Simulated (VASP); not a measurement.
# Zr in VASP: a series of runs, part 2 of 2

VASP 6.6.1. The steps go on from the part before.

### 3 Single point, PBEsol (volume scaled by 1.05)

File INCAR:

```
SYSTEM = Zr
PREC = Accurate ; ENCUT = 520
EDIFF = 1E-6 ; ISMEAR = -1
SIGMA = 0.08 ; LREAL = .False.
LASPH = .True. ; NELM = 100
ALGO = Normal ; ISIF = 2
LWAVE = .False. ; LCHARG = .True.
GGA = PS ; LELF = .True.
LVHAR = .True. ; NBANDS = 12
```

File KPOINTS:

```
regular mesh
0
Gamma
  14 14 14
  0 0 0
```

File POSCAR:

```
Zr
1.0
   -1.8396774058      1.8396774058      1.8396774058
    1.8396774058     -1.8396774058      1.8396774058
    1.8396774058      1.8396774058     -1.8396774058
Zr
1
Direct
    0.0000000000      0.0000000000      0.0000000000
```

Potentials or basis: VASP PAW PBE potentials, release 64 (Zr_sv).

On the command line:

```sh
> cat potpaw_PBE.64/Zr_sv/POTCAR > POTCAR
> mpirun -np 1 vasp_std > vasp.out
```

OUTCAR:

```text
SYSTEM = Zr
   PREC = Accurate
   ENCUT = 520
   EDIFF = 1E-6
   ISMEAR = -1
   LREAL = .False.
   LASPH = .True.
   NELM = 100
   ISIF = 2
   GGA = PS

 ion  position               nearest neighbor table
   1  0.000  0.000  0.000-

  LATTYP: Found a body centered cubic cell.
 ALAT       =     3.6793548116

  Lattice vectors:

 A1 = (  -1.8396774058,   1.8396774058,   1.8396774058)
 A2 = (   1.8396774058,  -1.8396774058,   1.8396774058)
 A3 = (   1.8396774058,   1.8396774058,  -1.8396774058)

Analysis of symmetry for initial positions (statically):
=====================================================================
 Subroutine PRICEL returns:
 Original cell was already a primitive cell.

 Routine SETGRP: Setting up the symmetry group for a
 body centered cubic supercell.

 Subroutine GETGRP returns: Found 48 space group operations
 (whereof 48 operations were pure point group operations)
 out of a pool of 48 trial point group operations.

The static configuration has the point symmetry O_h .

Analysis of symmetry for dynamics (positions and initial velocities):
=====================================================================
 Subroutine PRICEL returns:
 Original cell was already a primitive cell.

 Routine SETGRP: Setting up the symmetry group for a
 body centered cubic supercell.

 Subroutine GETGRP returns: Found 48 space group operations
 (whereof 48 operations were pure point group operations)
 out of a pool of 48 trial point group operations.

The dynamic configuration has the point symmetry O_h .

 Subroutine INISYM returns: Found 48 space group operations
 (whereof 48 operations are pure point group operations),
 and found     1 'primitive' translations

----------------------------------------------------------------------------------------

                                     Primitive cell

  volume of cell :      24.9049

  direct lattice vectors                    reciprocal lattice vectors
    -1.839677406  1.839677406  1.839677406     0.000000000  0.271786781  0.271786781
     1.839677406 -1.839677406  1.839677406     0.271786781  0.000000000  0.271786781
     1.839677406  1.839677406 -1.839677406     0.271786781  0.271786781  0.000000000

  length of vectors
     3.186414736  3.186414736  3.186414736     0.384364552  0.384364552  0.384364552

  position of ions in fractional coordinates (direct lattice)
     0.000000000  0.000000000  0.000000000

  ion indices of the primitive-cell ions
   primitive index   ion index
                 1           1

----------------------------------------------------------------------------------------

 KPOINTS: regular mesh

Automatic generation of k-mesh.
 Grid dimensions read from file:
 generate k-points for:   14   14   14

 Generating k-lattice:

  Cartesian coordinates                     Fractional coordinates (reciprocal lattice)
     0.000000000  0.019413341  0.019413341     0.071428571  0.000000000  0.000000000
     0.019413341  0.000000000  0.019413341     0.000000000  0.071428571  0.000000000
     0.019413341  0.019413341  0.000000000     0.000000000  0.000000000  0.071428571

  Length of vectors
     0.027454611  0.027454611  0.027454611

  Shift w.r.t. Gamma in fractional coordinates (k-lattice)
     0.000000000  0.000000000  0.000000000

 Subroutine IBZKPT returns following result:
 ===========================================

 Found    104 irreducible k-points:

 Following reciprocal coordinates:
            Coordinates               Weight
  0.000000  0.000000  0.000000      1.000000
  0.071429  0.000000  0.000000     12.000000
  0.142857  0.000000  0.000000     12.000000
  0.214286  0.000000  0.000000     12.000000
  0.285714  0.000000  0.000000     12.000000
  0.357143  0.000000  0.000000     12.000000
[... 16 lines left out ...]
  0.285714  0.285714  0.000000     24.000000
  0.357143  0.285714  0.000000     24.000000
 [... further k-points ...]
   k-points           NKPTS =    104   k-points in BZ     NKDIM =    104   number of bands    NBANDS=     12
   number of dos      NEDOS =    301   number of ions     NIONS =      1
   total plane-waves  NPLWV =  13824
   dimension x,y,z NGX =    24 NGY =   24 NGZ =   24
   dimension x,y,z NGXF=    48 NGYF=   48 NGZF=   48
   ions per type =               1
   NGX,Y,Z   is equivalent  to a cutoff of  12.52, 12.52, 12.52 a.u.
   NGXF,Y,Z  is equivalent  to a cutoff of  25.04, 25.04, 25.04 a.u.
 SYSTEM =  Zr
   PREC   = accura    normal or accurate (medium, high low for compatibility)
   ISTART =      0    job   : 0-new  1-cont  2-samecut
   ICHARG =      2    charge: 1-file 2-atom 10-const
   ISPIN  =      1    spin polarized calculation?
   LNONCOLLINEAR =      F non collinear calculations
   LSORBIT =      F    spin-orbit coupling
   LASPH  =      T    aspherical Exc in radial PAW
   ENCUT  =  520.0 eV  38.22 Ry    6.18 a.u.   5.92  5.92  5.92*2*pi/ulx,y,z
   NELM   =    100;   NELMIN=  2; NELMDL= -5     # of ELM steps
   EDIFF  = 0.1E-05   stopping-criterion for ELM
   LREAL  =      F    real-space projection
   EDIFFG = 0.1E-04   stopping-criterion for IOM
   NSW    =      0    number of steps for IOM
   IBRION =     -1    ionic relax: 0-MD 1-quasi-New 2-CG
   NFREE  =      0    steps in history (QN), initial steepest desc. (CG)
   ISIF   =      2    stress and relaxation
   ISYM   =      2    0-nonsym 1-usesym 2-fastsym
   POTIM  = 0.5000    time-step for ionic-motion
   TEBEG  =    0.0;   TEEND  =   0.0 temperature during run
   PSTRESS=    0.0 pullay stress
   NELECT =      12.0000    total number of electrons
   NUPDOWN=      -1.0000    fix difference up-down
   EMIN   =  10.00;   EMAX   =-10.00  energy-range for DOS
   EFERMI =   0.00;   METHOD = LEGACY
   ISMEAR =    -1;   SIGMA  =   0.08  broadening in eV -4-tet -1-fermi 0-gaus
   EFERMI_NEDOS =   21; number of points for ismear=-14 and -15
   IALGO  =     38    algorithm
   IMIX   =      4    mixing-type and parameters
     AMIX     =   0.40;   BMIX     =  1.00
     AMIX_MAG =   1.60;   BMIX_MAG =  1.00
  volume/ion in A,a.u.               =      24.90       168.07
  Fermi-wavevector in a.u.,A,eV,Ry     =   1.283434  2.425339 22.411559  1.647203
  Thomas-Fermi vector in A             =   2.415687
   LORBIT       =      0    0 simple, 1 ext, 2 COOP (PROOUT), +10 PAW based schemes
   GGA     = PS    functional components
   LHFCALC =     F    Hartree Fock is set to
   AEXX    =    0.0000 exact exchange contribution
   IVDW    =     0    specifies the selected vdW correction
   LEPSILON=     F    determine dielectric tensor
   LRPA    =     F    only Hartree local field effects (RPA)
 non-spin polarized calculation
  energy-cutoff  :      520.00
  volume of cell :       24.90
 maximum number of plane-waves:       682
   NGX = 11   NGY = 11   NGZ = 11

 number of electron      12.0000000 magnetization

 Free energy of the ion-electron system (eV)
  ---------------------------------------------------
  ext. energy  EPLUGINS =         0.00000000
  ---------------------------------------------------
  free energy    TOTEN  =        -8.93264893 eV

  energy without entropy =       -8.88802764  energy(sigma->0) =       -8.91033828

 E-fermi :   7.8614     XC(G=0): -10.8937

 val. band max:        7.8507557555   @ k =   0.2857   0.1429   0.1429
 cond. band min:       7.8623687420   @ k =   0.2143   0.2143   0.0000
 fundamental gap:      0.0116129866
 Fermi energy:         7.8614000718

 k-point     1 :       0.0000    0.0000    0.0000
  band No.  band energies     occupation
      1     -40.6802      2.00000
      2     -18.2972      2.00000
      3     -18.2972      2.00000
      4     -18.2972      2.00000
      5       2.5992      2.00000
      6       8.9373      0.00000
      7       8.9373      0.00000
      8       8.9373      0.00000
      9      11.2447      0.00000
     10      11.2447      0.00000
     11      20.0296      0.00000
     12      20.0296      0.00000
[... 331 lines left out ...]
 k-point    24 :       0.3571    0.2857    0.0000
  band No.  band energies     occupation
      1     -40.5516      2.00000
      2     -18.8965      2.00000
      3     -18.7761      2.00000
      4     -18.3942      2.00000
      5       6.5808      2.00000
      6       7.3500      1.99666
      7       7.6786      1.81533
      8      11.3736      0.00000
      9      11.7420      0.00000
     10      15.6322      0.00000
     11      16.1591      0.00000
     12      17.5416      0.00000

 [... further k-points ...]

------------------------ aborting loop because EDIFF is reached ----------------------------------------

  FORCE on cell =-STRESS in cart. coord.  units (eV):
  Direction    XX          YY          ZZ          XY          YZ          ZX
  --------------------------------------------------------------------------------------
  -------------------------------------------------------------------------------------
  Total       -1.5224748     -1.5224748     -1.5224748      0.0000000     -0.0000000      0.0000000
  in kB      -97.9435149    -97.9435149    -97.9435149      0.0000000     -0.0000000      0.0000000
  external PRESSURE =     -97.9435149 kB  Pullay stress =       0.0000000 kB

 VOLUME and BASIS-vectors are now :
 -----------------------------------------------------------------------------
  energy-cutoff  :      520.00
  volume of cell :       24.90
      direct lattice vectors                 reciprocal lattice vectors
    -1.839677406  1.839677406  1.839677406     0.000000000  0.271786781  0.271786781
     1.839677406 -1.839677406  1.839677406     0.271786781  0.000000000  0.271786781
     1.839677406  1.839677406 -1.839677406     0.271786781  0.271786781  0.000000000

 POSITION                                       TOTAL-FORCE (eV/Angst)
 -----------------------------------------------------------------------------------
      0.00000      0.00000      0.00000         0.000000     -0.000000      0.000000
 -----------------------------------------------------------------------------------
    total drift:                                0.000000     -0.000000     -0.000000

  FREE ENERGIE OF THE ION-ELECTRON SYSTEM (eV)
  ---------------------------------------------------
  free  energy   TOTEN  =        -8.9326489256 eV

  energy  without entropy=       -8.8880276364  energy(sigma->0) =       -8.91033828
```

OSZICAR:

```text
N       E                     dE             d eps       ncg     rms          rms(c)
DAV:   1     0.844784064977E+02    0.84478E+02   -0.67990E+03  2496   0.985E+02
DAV:   2    -0.622344214110E+01   -0.90702E+02   -0.88164E+02  2880   0.266E+02
DAV:   3    -0.931205707327E+01   -0.30886E+01   -0.30405E+01  3864   0.407E+01
DAV:   4    -0.937277841249E+01   -0.60721E-01   -0.60640E-01  2852   0.538E+00
DAV:   5    -0.937414934578E+01   -0.13709E-02   -0.13709E-02  3604   0.602E-01    0.935E+00
DAV:   6    -0.900149467898E+01    0.37265E+00   -0.46014E-01  2704   0.602E+00    0.353E+00
DAV:   7    -0.893113154185E+01    0.70363E-01   -0.21393E-01  3028   0.385E+00    0.679E-01
DAV:   8    -0.893266774431E+01   -0.15362E-02   -0.11968E-02  2948   0.123E+00    0.126E-01
DAV:   9    -0.893265984130E+01    0.79030E-05   -0.48122E-04  3172   0.200E-01    0.212E-02
DAV:  10    -0.893264936330E+01    0.10478E-04   -0.27116E-05  2872   0.512E-02    0.138E-02
DAV:  11    -0.893264892564E+01    0.43765E-06   -0.20769E-06  2928   0.134E-02
   1 F= -.89326489E+01 E0= -.89103383E+01  d E =-.446213E-01
```

Run time: 8.6 s. Hardware: 1 thread of Intel Xeon Platinum 8559C (Emerald Rapids), shared host; peak memory 0.15 GiB.

What came out:

- Free energy: -8.9326 eV
- Pressure: -9.8 GPa
- Band gap on the k mesh: zero (band 6 reaches 8.94 eV, above the bottom of band 7 at 7.27 eV)

Levels at points of the mesh, in eV from the Fermi level:
```csv
k point,band 2,band 3,band 4,band 5,band 6,band 7,band 8,band 9,band 10,band 11
"(0.00, 0.00, 0.00)",-26.16,-26.16,-26.16,-5.26,1.08,1.08,1.08,3.38,3.38,12.17
"(0.50, 0.00, 0.00)",-26.94,-26.41,-26.16,-2.61,-0.56,1.35,3.34,3.96,5.84,9.39
"(0.50, 0.50, 0.50)",-26.70,-26.70,-26.70,-2.27,-2.27,5.23,5.23,5.23,6.90,6.90
```

Caveat: the PAW data sets were made with another functional, which shifts forces and pressure a little.

### 4 Single point, PBEsol (zz strain of -2 %)

File INCAR:

```
PREC = Accurate
ENCUT = 520
EDIFF = 1E-6
ISMEAR = -1
SIGMA = 0.08
LREAL = False
LASPH = True
NELM = 100
ALGO = Normal
ISIF = 2
LWAVE = False
LCHARG = False
GGA = PS
NBANDS = 12
```

File KPOINTS:

```
regular mesh
0
Gamma
  14 14 14
```

File POSCAR:

```
Zr
1.0
   -1.8100000000      1.8100000000      1.7738000000
    1.8100000000     -1.8100000000      1.7738000000
    1.8100000000      1.8100000000     -1.7738000000
Zr
1
Direct
    0.0000000000      0.0000000000      0.0000000000
```

On the command line:

```sh
> cat potpaw_PBE.64/Zr_sv/POTCAR > POTCAR
> mpirun -np 1 vasp_std > vasp.out
```

Wall time 39 s (1 thread of AMD EPYC 7R13 (Zen 3), shared host); peak memory 0.16 GiB.

Results (log left out):

```yaml
Free_energy: -9.0109 eV
Pressure: -5.2 GPa
Band_gap_on_the_k_mesh: zero (band 6 reaches 9.71 eV, above the bottom of band 7 at 8.01 eV)
```

Stress tensor (GPa, compression positive):
```
-5.08  0.00  0.00
 0.00 -5.08  0.00
 0.00  0.00 -5.29
```

Levels at points of the mesh, in eV from the Fermi level:
| k point | band 4 | band 5 | band 6 | band 7 | band 8 | band 9 |
| --- | --- | --- | --- | --- | --- | --- |
| (0.00, 0.00, 0.00) | -25.92 | -5.39 | 0.99 | 1.19 | 1.19 | 3.47 |
| (0.50, 0.00, 0.00) | -25.93 | -2.79 | -0.74 | 1.65 | 3.65 | 4.34 |
| (0.50, 0.50, 0.00) | -25.92 | -2.79 | -0.53 | 1.53 | 3.42 | 4.19 |
| (0.50, 0.50, 0.50) | -26.56 | -2.56 | -2.51 | 5.65 | 5.65 | 5.71 |

Caveat: the cell differs from its parent crystal (zz strain of -2 %); the PAW data sets were made with another functional, which shifts forces and pressure a little.

### 5 Single point, PBEsol (zz strain of +1 %)

File INCAR:

```
SYSTEM = Zr
PREC = Accurate ; ENCUT = 520
EDIFF = 1E-7 ; ISMEAR = -1
SIGMA = 0.08 ; LREAL = .False.
LASPH = .True. ; NELM = 60
ALGO = Normal ; ISIF = 2
LWAVE = .False. ; LCHARG = .False.
GGA = PS ; NBANDS = 12
```

File KPOINTS:

```
regular mesh
0
Gamma
  14 14 14
  0 0 0
```

File POSCAR:

```
Zr
1.0
   -1.8100000000      1.8100000000      1.8281000000
    1.8100000000     -1.8100000000      1.8281000000
    1.8100000000      1.8100000000     -1.8281000000
Zr
1
Direct
    0.0000000000      0.0000000000      0.0000000000
```

On the command line:

```sh
> cat potpaw_PBE.64/Zr_sv/POTCAR > POTCAR
> mpirun -np 1 vasp_std > vasp.out
```

Wall time 44 s (1 thread of AMD EPYC 7R13 (Zen 3), shared host); peak memory 0.16 GiB.

Results (log left out):

| Property | Result |
| --- | --- |
| Free energy | -8.9832 eV |
| Pressure | -7.3 GPa |
| Band gap on the k mesh | zero (band 6 reaches 9.34 eV, above the bottom of band 7 at 7.67 eV) |

Stress tensor (GPa, compression positive):
```
-7.36  0.00  0.00
 0.00 -7.36  0.00
 0.00  0.00 -7.24
```

Levels at points of the mesh, in eV from the Fermi level:
```csv
k point,band 4,band 5,band 6,band 7,band 8,band 9
"(0.00, 0.00, 0.00)",-26.02,-5.33,1.07,1.07,1.16,3.45
"(0.50, 0.00, 0.00)",-26.03,-2.71,-0.59,1.47,3.43,4.12
"(0.50, 0.50, 0.00)",-26.03,-2.71,-0.69,1.53,3.56,4.17
"(0.50, 0.50, 0.50)",-26.63,-2.43,-2.40,5.46,5.49,5.49
```

Caveat: the cell differs from its parent crystal (zz strain of +1 %); the PAW data sets were made with another functional, which shifts forces and pressure a little.

### 6 Single point, PBEsol (zz strain of +3 %)

File INCAR:

```
SYSTEM = Zr
PREC     = Accurate       ! precision mode
ENCUT    = 520            ! plane-wave cutoff, eV
EDIFF    = 1E-7           ! SCF threshold, eV
ISMEAR   = -1             ! smearing method
SIGMA    = 0.08           ! smearing width, eV
LREAL    = .FALSE.        ! projectors in reciprocal space
LASPH    = .TRUE.         ! aspherical terms in the spheres
NELM     = 60             ! most SCF steps
ALGO     = Normal         ! electronic algorithm
ISIF     = 2              ! what is computed and relaxed
LWAVE    = .FALSE.        ! write WAVECAR
LCHARG   = .FALSE.        ! write CHGCAR
GGA      = PS             ! functional
NBANDS   = 12             ! bands
```

File KPOINTS:

```
regular mesh
0
G
  14 14 14
  0 0 0
```

File POSCAR:

```
Zr
1.0
   -1.8100000000      1.8100000000      1.8643000000
    1.8100000000     -1.8100000000      1.8643000000
    1.8100000000      1.8100000000     -1.8643000000
Zr
1
Direct
    0.0000000000      0.0000000000      0.0000000000
```

Potentials or basis: VASP PAW PBE potentials, release 64 (Zr_sv).

On the command line:

```sh
> cat potpaw_PBE.64/Zr_sv/POTCAR > POTCAR
> mpirun -np 1 vasp_std > vasp.out
```

It took 54 s on 1 thread of AMD EPYC 7R13 (Zen 3), shared host; peak memory 0.16 GiB.

Results (log left out):

```
Free energy            : -8.9603 eV
Pressure               : -8.6 GPa
Band gap on the k mesh : zero (band 6 reaches 9.09 eV, above the bottom of band 7 at 7.51 eV)
```

Stress tensor (GPa, compression positive):
```
-8.72  0.00  0.00
 0.00 -8.72  0.00
 0.00  0.00 -8.34
```

Levels at points of the mesh, in eV from the Fermi level:
| k point | band 2 | band 3 | band 4 | band 5 | band 6 | band 7 | band 8 | band 9 | band 10 | band 11 |
| --- | --- | --- | --- | --- | --- | --- | --- | --- | --- | --- |
| (0.00, 0.00, 0.00) | -26.09 | -26.09 | -26.09 | -5.30 | 1.00 | 1.00 | 1.27 | 3.26 | 3.61 | 11.96 |
| (0.50, 0.00, 0.00) | -26.93 | -26.35 | -26.09 | -2.66 | -0.49 | 1.36 | 3.24 | 4.04 | 5.95 | 9.57 |
| (0.50, 0.50, 0.00) | -26.92 | -26.37 | -26.11 | -2.66 | -0.78 | 1.53 | 3.64 | 4.16 | 6.01 | 9.75 |
| (0.50, 0.50, 0.50) | -26.70 | -26.65 | -26.65 | -2.37 | -2.31 | 5.30 | 5.38 | 5.38 | 6.62 | 7.23 |

Caveat: the cell differs from its parent crystal (zz strain of +3 %); the PAW data sets were made with another functional, which shifts forces and pressure a little.

### 7 Overview

```csv
cell,gap on the mesh (eV),pressure (GPa)
"a = 3.176 Å, angles 109.5°, 1 atom",none,-9.2
"a = 3.186 Å, angles 109.5°, 1 atom",none,-9.8
"a = 3.114 Å, angles 108.9, 108.9, 110.6°, 1 atom",none,-5.2
"a = 3.145 Å, angles 109.7, 109.7, 108.9°, 1 atom",none,-7.3
"a = 3.167 Å, angles 110.3, 110.3, 107.9°, 1 atom",none,-8.6
```

Alike in all rows: task single point; level PBEsol; potentials or basis VASP PAW PBE potentials, release 64 (Zr_sv); no spin polarisation; k mesh 14 × 14 × 14; cutoff (eV) 520; smearing fermi-dirac 0.08 eV.

Caveats: the PAW data sets were made with another functional, which shifts forces and pressure a little.

Total energies depend on the potentials used, so only differences within one code and one set of settings carry meaning.
